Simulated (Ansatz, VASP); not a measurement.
**MnPt2 in VASP and in Ansatz**

POSCAR

```
MnPt2
1.0
    2.8197726289      0.0000000000      0.0000000000
   -1.4098863145      2.4419947296      0.0000000000
    0.0000000000      0.0000000000      6.4442160962
Pt Mn
2 1
Direct
    0.6666666667      0.3333333333      0.3162060000
    0.3333333333      0.6666666667      0.6837940000
    0.0000000000      0.0000000000      0.0000000000
```

The input INCAR.step1:

```
ALGO = Normal
EDIFF = 1E-4
ENCUT = 520
GGA = PE
ISMEAR = -1
ISPIN = 2
LASPH = T
LCHARG = F
LMAXMIX = 4
LREAL = F
LWAVE = T
MAGMOM = 0 0 4
NBANDS = 28
NELM = 150
PREC = Accurate
SIGMA = 0.05
```

The input INCAR.step2:

```
ALGO = Normal
EDIFF = 1E-6
ENCUT = 520
ISIF = 2
ISMEAR = -1
ISPIN = 2
ISTART = 1
LASPH = T
LCHARG = F
LMAXMIX = 4
LMIXTAU = T
LORBIT = 11
LREAL = F
LWAVE = F
MAGMOM = 0 0 4
METAGGA = R2SCAN
NBANDS = 28
NELM = 150
PREC = Accurate
SIGMA = 0.05
```

KPOINTS

```
k-points
0
Gamma
  11 11 4
```

The input input.yaml:

```yaml
crystal:
  lattice:
    - [2.8197726289, 0.0, 0.0]
    - [-1.4098863145, 2.4419947296, 0.0]
    - [0.0, 0.0, 6.4442160962]
  atoms:
    - { symbol: Pt, position: [0.6666666667, 0.3333333333, 0.316206] }
    - { symbol: Pt, position: [0.3333333333, 0.6666666667, 0.683794] }
    - { symbol: Mn, position: [0.0, 0.0, 0.0], spin: 4.0 }
hamiltonian:
  xc: r2scan
  pseudopotentials: { kind: paw }
magnetization:
  spin_polarized: true
kpoints:
  mp_grid: { grid: [11, 11, 4] }
scf:
  occupations: { method: fermi_dirac, width: 0.05 }
output:
  forces: true
  stress: true
  eigenvalues: true
```

Alike in both runs: task single point; functional r2SCAN; k mesh 11 × 11 × 4; occupations fermi-dirac, width 0.05 eV; collinear spin.

|  | VASP | Ansatz |
| --- | --- | --- |
| version | VASP 6.6.1 | Ansatz 0.2.0 |
| potentials or method | VASP PAW PBE potentials, release 64 (Pt, Mn_pv) | Ansatz PAW |
| plane-wave cutoff (eV) | 520 | 500 |
| valence electrons in the cell | 33 | 51 |

|  | VASP | Ansatz | Ansatz less VASP |
| --- | --- | --- | --- |
| gap on the k mesh at the Fermi level (eV) | none | none | - |
| pressure (GPa) | 7.0 | 6.4 | -0.56 |
| traceless stress, the component that is largest in VASP (GPa) | 2.00 | 1.89 | -0.112 |
| rms of the force components (eV/Å) | 0.072 | 0.068 | -0.0042 |
| net moment per atom (μB) | 1.60 | 1.60 | 0.000 |
| size of the moment on the site where the two differ most (μB) | 0.32 | 0.34 | +0.030 |

VASP's potentials were made for PBE, not for r2SCAN. Site moments also hang on the region over which each program counts them. Atom by atom the forces differ by 0.004 eV/Å (rms over components). A gap of «none» marks a metal or a gap that the smearing closes. VASP's potentials hold 33 valence electrons a cell and Ansatz's 51, so a difference there can come from the potentials and not from the codes.

Spin-orbit coupling is off throughout. Noted on Ansatz's run: the magnetic or orbital state may not be the lowest.
